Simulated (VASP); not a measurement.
# CaICl in VASP: further runs

CaICl is run at these levels: PBE; tasks: single point.

All numbers are computed with VASP 6.6.1; they aren't measurements. Logs are shortened: lines on timing, memory, paths and dates and some standing lists are left out, and cuts for length are marked.

## Step 1: The cell of the first run

The cell holds a sheet with vacuum, 3 atoms: a = 4.165 Å, b = 4.165 Å, c = 30.448 Å, α = 90.00°, β = 90.00°, γ = 120.00°.

## Step 2: Single point, PBE

Contents of INCAR:

```
SYSTEM = CaICl
PREC = Accurate ; ENCUT = 520
EDIFF = 1E-7 ; ISMEAR = 0
SIGMA = 0.02 ; LREAL = .FALSE.
LASPH = .TRUE. ; NELM = 100
ALGO = Normal ; ISIF = 2
LWAVE = .FALSE. ; LCHARG = .TRUE.
LDIPOL = .TRUE. ; IDIPOL = 3
DIPOL = 0.5 0.5 0.298 ; GGA = PE
LELF = .TRUE. ; LVHAR = .TRUE.
LVACPOTAV = .TRUE. ; NBANDS = 19
```

Contents of KPOINTS:

```
regular mesh
0
G
  6 6 1
  0 0 0
```

Contents of POSCAR:

```
CaICl
1.0
    4.1649383974     -0.0000000033      0.0000000000
   -2.0824691959      3.6069424590      0.0000000000
    0.0000000000      0.0000000000     30.4478406400
Ca I Cl
1 1 1
Direct
    0.0000000000      0.0000000000      0.3039916744
    0.3333333333      0.6666666667      0.2368407906
    0.3333333333      0.6666666667      0.3532210826
```

Potentials or basis: VASP PAW PBE potentials, release 64 (Ca_sv, I, Cl).

On the command line:

```console
$ cat potpaw_PBE.64/Ca_sv/POTCAR potpaw_PBE.64/I/POTCAR potpaw_PBE.64/Cl/POTCAR > POTCAR
$ mpirun -np 1 vasp_std > vasp.out
```

OUTCAR:

```text
SYSTEM = CaICl
   PREC = Accurate
   ENCUT = 520
   EDIFF = 1E-7
   ISMEAR = 0
   LREAL = .FALSE.
   LASPH = .TRUE.
   NELM = 100
   ISIF = 2
   GGA = PE

 ion  position               nearest neighbor table
   1  0.000  0.000  0.304-   3 2.83   3 2.83   3 2.83   2 3.16   2 3.16   2 3.16
   2  0.333  0.667  0.237-   1 3.16   1 3.16   1 3.16
   3  0.333  0.667  0.353-   1 2.83   1 2.83   1 2.83

  LATTYP: Found a hexagonal cell.
 ALAT       =     4.1649383974
 C/A-ratio  =     7.3105140424

  Lattice vectors:

 A1 = (   4.1649383974,  -0.0000000033,   0.0000000000)
 A2 = (  -2.0824691959,   3.6069424590,   0.0000000000)
 A3 = (   0.0000000000,   0.0000000000,  30.4478406400)

Analysis of symmetry for initial positions (statically):
=====================================================================
 Subroutine PRICEL returns:
 Original cell was already a primitive cell.

 Routine SETGRP: Setting up the symmetry group for a
 hexagonal supercell.

 Subroutine GETGRP returns: Found  6 space group operations
 (whereof  6 operations were pure point group operations)
 out of a pool of 24 trial point group operations.

The static configuration has the point symmetry C_3v.

Analysis of symmetry for dynamics (positions and initial velocities):
=====================================================================
 Subroutine PRICEL returns:
 Original cell was already a primitive cell.

 Routine SETGRP: Setting up the symmetry group for a
 hexagonal supercell.

 Subroutine GETGRP returns: Found  6 space group operations
 (whereof  6 operations were pure point group operations)
 out of a pool of 24 trial point group operations.

The dynamic configuration has the point symmetry C_3v.

 Subroutine INISYM returns: Found  6 space group operations
 (whereof  6 operations are pure point group operations),
 and found     1 'primitive' translations

----------------------------------------------------------------------------------------

                                     Primitive cell

  volume of cell :     457.4086

  direct lattice vectors                    reciprocal lattice vectors
     4.164938397 -0.000000003  0.000000000     0.240099590  0.138621563  0.000000000
    -2.082469196  3.606942459  0.000000000     0.000000000  0.277243125  0.000000000
     0.000000000  0.000000000 30.447840640     0.000000000  0.000000000  0.032843052

[... 69 lines left out ...]
   EDIFFG = 0.1E-05   stopping-criterion for IOM
   NSW    =      0    number of steps for IOM
   IBRION =     -1    ionic relax: 0-MD 1-quasi-New 2-CG
   NFREE  =      0    steps in history (QN), initial steepest desc. (CG)
   ISIF   =      2    stress and relaxation
   ISYM   =      2    0-nonsym 1-usesym 2-fastsym
   POTIM  = 0.5000    time-step for ionic-motion
   TEBEG  =    0.0;   TEEND  =   0.0 temperature during run
   PSTRESS=    0.0 pullay stress
   NELECT =      24.0000    total number of electrons
   NUPDOWN=      -1.0000    fix difference up-down
   EMIN   =  10.00;   EMAX   =-10.00  energy-range for DOS
   EFERMI =   0.00;   METHOD = LEGACY
   ISMEAR =     0;   SIGMA  =   0.02  broadening in eV -4-tet -1-fermi 0-gaus
   EFERMI_NEDOS =   21; number of points for ismear=-14 and -15
   IALGO  =     38    algorithm
   IMIX   =      4    mixing-type and parameters
     AMIX     =   0.40;   BMIX     =  1.00
     AMIX_MAG =   1.60;   BMIX_MAG =  1.00
  volume/ion in A,a.u.               =     152.47      1028.92
  Fermi-wavevector in a.u.,A,eV,Ry     =   0.612882  1.158180  5.110686  0.375625
  Thomas-Fermi vector in A             =   1.669331
   LORBIT       =      0    0 simple, 1 ext, 2 COOP (PROOUT), +10 PAW based schemes
   GGA     = PE    functional components
   LHFCALC =     F    Hartree Fock is set to
   AEXX    =    0.0000 exact exchange contribution
   IVDW    =     0    specifies the selected vdW correction
   LEPSILON=     F    determine dielectric tensor
   LRPA    =     F    only Hartree local field effects (RPA)
 non-spin polarized calculation
 Gauss-broadening in eV      SIGMA  =   0.02
  energy-cutoff  :      520.00
  volume of cell :      457.41
 maximum number of plane-waves:     12366
 NGX is ok and might be reduce to    32
   NGX = 15   NGY = 15   NGZ =113

 dipolmoment           0.000000      0.000000      0.003462 electrons x Angstroem

 number of electron      23.9999996 magnetization

 dipolmoment           0.000000      0.000000     -0.019198 electrons x Angstroem

 Free energy of the ion-electron system (eV)
  ---------------------------------------------------
  ext. energy  EPLUGINS =         0.00000000
  ---------------------------------------------------
  free energy    TOTEN  =       -10.89225141 eV

  energy without entropy =      -10.89225141  energy(sigma->0) =      -10.89225141

 E-fermi :  -4.5132     XC(G=0):  -2.0694

 val. band max:       -4.6352816582   @ k =   0.0000   0.0000   0.0000
 cond. band min:      -1.5558556915   @ k =   0.5000   0.0000   0.0000
 fundamental gap:      3.0794259667
 Fermi energy:        -4.5132482938

 k-point     1 :       0.0000    0.0000    0.0000
  band No.  band energies     occupation
      1     -44.8810      2.00000
      2     -25.8806      2.00000
      3     -25.8806      2.00000
      4     -25.8690      2.00000
      5     -19.0237      2.00000
      6     -15.9301      2.00000
[... 131 lines left out ...]
      6     -15.4910      2.00000
[... 11 lines left out ...]
     18       2.0564      0.00000
     19       2.4481      0.00000

------------------------ aborting loop because EDIFF is reached ----------------------------------------

  FORCE on cell =-STRESS in cart. coord.  units (eV):
  Direction    XX          YY          ZZ          XY          YZ          ZX
  --------------------------------------------------------------------------------------
  -------------------------------------------------------------------------------------
  Total        0.0568744      0.0568744      0.0423161     -0.0000000      0.0000000     -0.0000000
  in kB        0.1992155      0.1992155      0.1482217     -0.0000000      0.0000000     -0.0000000
  external PRESSURE =       0.1822176 kB  Pullay stress =       0.0000000 kB

 VOLUME and BASIS-vectors are now :
 -----------------------------------------------------------------------------
  energy-cutoff  :      520.00
  volume of cell :      457.41
      direct lattice vectors                 reciprocal lattice vectors
     4.164938397 -0.000000003  0.000000000     0.240099590  0.138621563  0.000000000
    -2.082469196  3.606942459  0.000000000     0.000000000  0.277243125  0.000000000
     0.000000000  0.000000000 30.447840640     0.000000000  0.000000000  0.032843052

 POSITION                                       TOTAL-FORCE (eV/Angst)
 -----------------------------------------------------------------------------------
      0.00000      0.00000      9.25589        -0.000000      0.000000     -0.002141
      0.00000      2.40463      7.21129        -0.000000      0.000000     -0.017161
      0.00000      2.40463     10.75482         0.000000     -0.000000      0.019302
 -----------------------------------------------------------------------------------
    total drift:                                0.000000     -0.000000     -0.000084

  FREE ENERGIE OF THE ION-ELECTRON SYSTEM (eV)
  ---------------------------------------------------
  free  energy   TOTEN  =       -10.8922514077 eV

  energy  without entropy=      -10.8922514077  energy(sigma->0) =      -10.89225141

 vacuum level on the upper side and lower side of the slab         1.658         1.889
```

stdout:

```text
POSCAR found type information on POSCAR CaI Cl
 POSCAR found :  3 types and       3 ions
 scaLAPACK will be used
 LDA part: xc-table for (Slater+PW92), standard interpolation
 POSCAR, INCAR and KPOINTS ok, starting setup
 FFT: planning ... GRIDC
 FFT: planning ... GRID_SOFT
 FFT: planning ... GRID
 WAVECAR not read
 entering main loop
 -----------------------------------------------------------------------------
|                                                                             |
|           W    W    AA    RRRRR   N    N  II  N    N   GGGG   !!!           |
|           W    W   A  A   R    R  NN   N  II  NN   N  G    G  !!!           |
|           W    W  A    A  R    R  N N  N  II  N N  N  G       !!!           |
|           W WW W  AAAAAA  RRRRR   N  N N  II  N  N N  G  GGG   !            |
|           WW  WW  A    A  R   R   N   NN  II  N   NN  G    G                |
|           W    W  A    A  R    R  N    N  II  N    N   GGGG   !!!           |
|                                                                             |
|     Did not find any points to average over, which means that no vacuum     |
|     field-free region was found. Please increase the size of  your cell     |
|     in the dimension of the dipole correction to obtain accurate            |
|     workfunction values.                                                    |
|                                                                             |
 -----------------------------------------------------------------------------
```

It took 62 s on 1 thread of AMD EPYC 9R45 (Zen 5), shared host; peak memory 0.54 GiB.

What came out:

| Property | Result |
| --- | --- |
| Free energy | -10.8923 eV |
| Largest force | 0.019 eV/Å |
| Band gap on the k mesh | 3.08 eV (least direct gap 3.65 eV) |

Forces in eV/Å, atoms in the order of the input:
```
Ca   0.000  0.000 -0.002
I    0.000  0.000 -0.017
Cl   0.000  0.000  0.019
```

Levels at points of the mesh, in eV from the valence-band top:
```csv
k point,band 8,band 9,band 10,band 11,band 12,band 13,band 14,band 15,band 16,band 17
"(0.00, 0.00, 0.00)",-2.46,-2.46,-1.09,0.00,0.00,3.70,4.29,4.64,4.64,4.92
"(0.50, 0.00, 0.00)",-2.81,-2.60,-2.33,-0.77,-0.57,3.08,5.04,5.30,5.38,5.64
```

Caveat: spin-orbit coupling is left out, which moves the levels of the heavy elements.

## Step 3: Single point, PBE

Contents of INCAR:

```
PREC     = Accurate       # precision mode
ENCUT    = 520            # plane-wave cutoff, eV
EDIFF    = 1E-6           # SCF threshold, eV
ISMEAR   = 0              # smearing method
SIGMA    = 0.01           # smearing width, eV
LREAL    = F              # projectors in reciprocal space
LASPH    = T              # aspherical terms in the spheres
NELM     = 80             # most SCF steps
ALGO     = Normal         # electronic algorithm
ISIF     = 2              # what is computed and relaxed
LWAVE    = F              # write WAVECAR
LCHARG   = F              # write CHGCAR
LDIPOL   = T            
IDIPOL   = 3            
DIPOL    = 0.5 0.5 0.298
GGA      = PE             # functional
NBANDS   = 19             # bands
```

Contents of KPOINTS:

```
regular mesh
0
Gamma
  6 6 1
```

Contents of POSCAR:

```
CaICl
1.0
    4.1676256418     -0.0000000033      0.0000000000
   -2.0838128180      3.6092696809      0.0000000000
    0.0000000000      0.0000000000     30.4478406400
Ca I Cl
1 1 1
Direct
    0.0000000000      0.0000000000      0.3039872386
    0.3333333333      0.6666666667      0.2368462862
    0.3333333333      0.6666666667      0.3532200229
```

Potentials or basis: VASP PAW PBE potentials, release 64 (Ca_sv, I, Cl).

On the command line:

```console
$ cat potpaw_PBE.64/Ca_sv/POTCAR potpaw_PBE.64/I/POTCAR potpaw_PBE.64/Cl/POTCAR > POTCAR
$ mpirun -np 1 vasp_std > vasp.out
```

It took 59 s on 1 thread of AMD EPYC 9R45 (Zen 5), shared host; peak memory 0.54 GiB.

The run converged. Its results:

```
Free energy            : -10.8923 eV
Largest force          : 0.016 eV/Å
Band gap on the k mesh : 3.08 eV (least direct gap 3.65 eV)
```

Forces on the atoms (eV/Å):
```
Ca   0.000  0.000  0.000
I    0.000  0.000 -0.015
Cl   0.000  0.000  0.016
```

Levels at points of the mesh, in eV from the valence-band top:
```tsv
k point	band 8	band 9	band 10	band 11	band 12	band 13	band 14	band 15	band 16	band 17
(0.00, 0.00, 0.00)	-2.45	-2.45	-1.09	0.00	0.00	3.70	4.29	4.65	4.65	4.92
(0.50, 0.00, 0.00)	-2.80	-2.59	-2.32	-0.77	-0.57	3.08	5.04	5.29	5.37	5.64
```

Caveat: spin-orbit coupling is left out, which moves the levels of the heavy elements.

(Continued in part 2 of 2.)
